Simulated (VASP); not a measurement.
# MnO (P6_3mc) in VASP: a series of runs, part 2 of 2

VASP 6.6.1.

## (3) Single point, PBEsol, collinear spin, ferromagnetic start

This run uses another cell than the first one, of 13.26 Å³/atom.

Contents of INCAR:

```
SYSTEM = MnO
PREC = Accurate
ENCUT = 520
EDIFF = 1E-6
ISMEAR = -1
SIGMA = 0.05
LREAL = .False.
LASPH = .True.
NELM = 150
ALGO = Normal
ISIF = 2
LWAVE = .False.
LCHARG = .False.
ISPIN = 2
MAGMOM = 4 4 0 0
LORBIT = 11
LMAXMIX = 4
GGA = PS
NBANDS = 31
```

Contents of KPOINTS:

```
regular mesh
0
Gamma
  9 9 5
  0 0 0
```

Contents of POSCAR:

```
MnO
1.0
    3.4412269024      0.0000000000      0.0000000000
   -1.7206134512      2.9801899176      0.0000000000
    0.0000000000      0.0000000000      5.1700800000
Mn O
2 2
Direct
    0.6666666667      0.3333333333      0.5109600000
    0.3333333333      0.6666666667      0.0109600000
    0.6666666667      0.3333333333      0.8754700000
    0.3333333333      0.6666666667      0.3754700000
```

Potentials or basis: VASP PAW PBE potentials, release 64 (Mn_pv, O).

Command:

```
cat potpaw_PBE.64/Mn_pv/POTCAR potpaw_PBE.64/O/POTCAR > POTCAR
mpirun -np 1 vasp_std > vasp.out
```

OUTCAR:

```text
SYSTEM = MnO
   PREC = Accurate
   ENCUT = 520
   EDIFF = 1E-6
   ISMEAR = -1
   LREAL = .False.
   LASPH = .True.
   NELM = 150
   ISIF = 2
   ISPIN = 2
   LORBIT = 11
   GGA = PS

 ion  position               nearest neighbor table
   1  0.667  0.333  0.511-   3 1.88   4 2.11   4 2.11   4 2.11
   2  0.333  0.667  0.011-   4 1.88   3 2.11   3 2.11   3 2.11
   3  0.667  0.333  0.875-   1 1.88   2 2.11   2 2.11   2 2.11
   4  0.333  0.667  0.375-   2 1.88   1 2.11   1 2.11   1 2.11

  LATTYP: Found a hexagonal cell.
 ALAT       =     3.4412269024
 C/A-ratio  =     1.5023943921

  Lattice vectors:

 A1 = (   3.4412269024,   0.0000000000,   0.0000000000)
 A2 = (  -1.7206134512,   2.9801899176,   0.0000000000)
 A3 = (   0.0000000000,   0.0000000000,   5.1700800000)

Analysis of symmetry for initial positions (statically):
=====================================================================
 Subroutine PRICEL returns:
 Original cell was already a primitive cell.

 Routine SETGRP: Setting up the symmetry group for a
 hexagonal supercell.

 Subroutine GETGRP returns: Found 12 space group operations
 (whereof  6 operations were pure point group operations)
 out of a pool of 24 trial point group operations.

The static configuration has the point symmetry C_3v.
 The point group associated with its full space group is C_6v.

Analysis of symmetry for dynamics (positions and initial velocities):
=====================================================================
 Subroutine PRICEL returns:
 Original cell was already a primitive cell.

 Routine SETGRP: Setting up the symmetry group for a
 hexagonal supercell.

 Subroutine GETGRP returns: Found 12 space group operations
 (whereof  6 operations were pure point group operations)
 out of a pool of 24 trial point group operations.

The dynamic configuration has the point symmetry C_3v.
 The point group associated with its full space group is C_6v.

[... 166 lines left out ...]

 E-fermi :   5.7874     XC(G=0): -10.8143

 val. band max:        5.7383133411   @ k =   0.0000   0.0000   0.0000
 cond. band min:       5.8506670454   @ k =   0.3333  -0.0000   0.0000
 fundamental gap:      0.1123537043
 Fermi energy:         5.7874453713

 spin component 1

 k-point     1 :       0.0000    0.0000    0.0000
  band No.  band energies     occupation
      1     -44.6974      1.00000
      2     -44.6974      1.00000
      3     -44.6971      1.00000
      4     -44.6889      1.00000
      5     -44.6889      1.00000
      6     -44.6512      1.00000
[... 805 lines left out ...]
     30      14.5518      0.00000
     31      16.1272      0.00000

 [... further k-points ...]

 spin component 2

 k-point     1 :       0.0000    0.0000    0.0000
  band No.  band energies     occupation
      1     -40.0947      1.00000
      2     -40.0362      1.00000
      3     -40.0362      1.00000
      4     -40.0337      1.00000
      5     -40.0252      1.00000
      6     -40.0252      1.00000
[... 805 lines left out ...]
     30      16.3838      0.00000
     31      17.2769      0.00000

 [... further k-points ...]

------------------------ aborting loop because EDIFF is reached ----------------------------------------

  FORCE on cell =-STRESS in cart. coord.  units (eV):
  Direction    XX          YY          ZZ          XY          YZ          ZX
  --------------------------------------------------------------------------------------
  -------------------------------------------------------------------------------------
  Total       -1.0989887     -1.0989887      5.5669700      0.0000000     -0.0000000      0.0000000
  in kB      -33.2085032    -33.2085032    168.2189629      0.0000000     -0.0000000      0.0000000
  external PRESSURE =      33.9339855 kB  Pullay stress =       0.0000000 kB

 VOLUME and BASIS-vectors are now :
 -----------------------------------------------------------------------------
  energy-cutoff  :      520.00
  volume of cell :       53.02
      direct lattice vectors                 reciprocal lattice vectors
     3.441226902  0.000000000  0.000000000     0.290594032  0.167774543  0.000000000
    -1.720613451  2.980189918  0.000000000     0.000000000  0.335549085  0.000000000
     0.000000000  0.000000000  5.170080000     0.000000000  0.000000000  0.193420605

 POSITION                                       TOTAL-FORCE (eV/Angst)
 -----------------------------------------------------------------------------------
      1.72061      0.99340      2.64170        -0.000000     -0.000000     -1.462251
     -0.00000      1.98679      0.05666        -0.000000      0.000000     -1.462251
      1.72061      0.99340      4.52625        -0.000000     -0.000000      1.462251
     -0.00000      1.98679      1.94121         0.000000      0.000000      1.462251
 -----------------------------------------------------------------------------------
    total drift:                               -0.000000      0.000000     -0.002928

  FREE ENERGIE OF THE ION-ELECTRON SYSTEM (eV)
  ---------------------------------------------------
  free  energy   TOTEN  =       -34.0786698430 eV

  energy  without entropy=      -34.0745718744  energy(sigma->0) =      -34.07662086

 total charge

# of ion       s       p       d       tot
------------------------------------------
    1        0.250   6.242   4.965  11.457
    2        0.250   6.242   4.965  11.457
    3        1.552   3.446   0.000   4.999
    4        1.552   3.446   0.000   4.999
--------------------------------------------------
tot          3.604  19.376   9.930  32.911

 magnetization (x)

# of ion       s       p       d       tot
------------------------------------------
    1        0.040   0.065   4.281   4.386
    2        0.040   0.065   4.281   4.386
    3        0.020   0.184   0.000   0.204
    4        0.020   0.184   0.000   0.204
--------------------------------------------------
tot          0.120   0.498   8.562   9.181
```

OSZICAR:

```text
N       E                     dE             d eps       ncg     rms          rms(c)
DAV:   1     0.451567081303E+03    0.45157E+03   -0.21071E+04  4480   0.144E+03
DAV:   2    -0.141164763529E+01   -0.45298E+03   -0.42312E+03  4591   0.437E+02
DAV:   3    -0.386589103647E+02   -0.37247E+02   -0.36281E+02  5129   0.133E+02
DAV:   4    -0.392690214112E+02   -0.61011E+00   -0.60947E+00  4674   0.182E+01
DAV:   5    -0.392751490735E+02   -0.61277E-02   -0.61274E-02  5227   0.192E+00    0.225E+01
DAV:   6    -0.350858809269E+02    0.41893E+01   -0.29183E+01  5375   0.528E+01    0.214E+01
DAV:   7    -0.340593605092E+02    0.10265E+01   -0.43453E+00  4525   0.284E+01    0.134E+01
DAV:   8    -0.341075021481E+02   -0.48142E-01   -0.61113E-01  4968   0.459E+00    0.792E+00
DAV:   9    -0.340586710973E+02    0.48831E-01   -0.17556E-01  4681   0.364E+00    0.269E+00
DAV:  10    -0.340713754957E+02   -0.12704E-01   -0.55369E-02  4776   0.231E+00    0.122E+00
DAV:  11    -0.340777531640E+02   -0.63777E-02   -0.89774E-03  4730   0.101E+00    0.399E-01
DAV:  12    -0.340786153229E+02   -0.86216E-03   -0.82916E-04  5310   0.306E-01    0.732E-02
DAV:  13    -0.340786415104E+02   -0.26188E-04   -0.16481E-04  4835   0.827E-02    0.671E-02
DAV:  14    -0.340786673226E+02   -0.25812E-04   -0.92898E-05  4828   0.629E-02    0.297E-02
DAV:  15    -0.340786683750E+02   -0.10524E-05   -0.75938E-06  4637   0.204E-02    0.144E-02
DAV:  16    -0.340786696739E+02   -0.12990E-05   -0.23610E-06  4265   0.151E-02    0.485E-03
DAV:  17    -0.340786698430E+02   -0.16913E-06   -0.36360E-07  2875   0.402E-03
   1 F= -.34078670E+02 E0= -.34076621E+02  d E =-.409797E-02  mag=     9.9774
```

Wall time 3.1 min (1 thread of Intel Xeon 8259CL, shared host); peak memory 0.24 GiB.

What came out:

| Item | Value |
| --- | --- |
| Free energy | -34.0787 eV |
| Pressure | 3.4 GPa |
| Largest force | 1.462 eV/Å |
| Band gap on the k mesh | zero (filled and empty bands overlap) |
| Net moment | 9.98 μB per cell |
| Site moments | Mn +4.39; O +0.20 μB |
| Valence electrons inside the program's atomic spheres | Mn 11.46; O 5.00 |

Forces in eV/Å, atoms in the order of the input:
```
Mn   0.000  0.000 -1.462
Mn   0.000  0.000 -1.462
O    0.000  0.000  1.462
O    0.000  0.000  1.462
```

Levels at points of the mesh, in eV from the Fermi level:
Spin up:
```
           k point  band 22  band 23  band 24  band 25  band 26  band 27
(0.00, 0.00, 0.00)    -1.22    -0.05    -0.05     0.17     3.50     6.14
```
Spin down:
| k point | band 12 | band 13 | band 14 | band 15 | band 16 | band 17 |
| --- | --- | --- | --- | --- | --- | --- |
| (0.00, 0.00, 0.00) | -5.04 | -4.84 | -4.84 | -0.19 | 0.78 | 0.78 |

Caveat: the cell stands under pressure; the PAW data sets were made with another functional, which shifts forces and pressure a little; semilocal functionals often make such compounds metallic where correlation or magnetic order opens a gap, which also shifts bond lengths; only a ferromagnetic start was run, and an antiferromagnetic order may lie lower in energy. With open d or f shells a metallic result of PBEsol can be an artefact of self-interaction; +U or a hybrid may open a gap.
